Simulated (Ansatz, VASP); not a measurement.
One calculation of CuO, two programs

```
Cu O
1.0
     2.30558   -1.72961    0.07281
     2.31576    1.74354    0.04815
    -0.70809   -0.03897    5.12907
Cu O
2 2
Direct
  0.01425 0.47965 0.06043
  0.47088 0.15407 0.47412
  0.56927 0.29603 0.26394
  0.44560 0.57025 0.70150
```

Alike in both runs: functional PBE; k mesh 10 × 10 × 5; occupations fermi-dirac, width 0.05 eV; no spin polarisation; Hubbard terms Cu d U = 4.0 eV.

```csv
,VASP,Ansatz
version,VASP 6.6.1,Ansatz 0.2.0
potentials or method,"VASP PAW PBE potentials, release 64 (Cu_sv_GW, O)",Ansatz PAW
plane-wave cutoff (eV),700,420
valence electrons in the cell,50,50
task,single point,band structure
```

VASP gave:

| Item | Value |
| --- | --- |
| gap on the k mesh at the Fermi level (eV) | none |
| rms of the force components (eV/Å) | 17.046 |

Task: What did Ansatz give for the same quantities?

Result: gap on the k mesh at the Fermi level (eV): none; rms of the force components (eV/Å): 17.375.

The programs project onto different local orbitals, so the same U acts differently, and such runs can settle in different states. Atom by atom the forces differ by 0.343 eV/Å (rms over components). A gap of «none» marks a metal or a gap that the smearing closes.

Noted on Ansatz's run: the cell as given lies far from equilibrium.
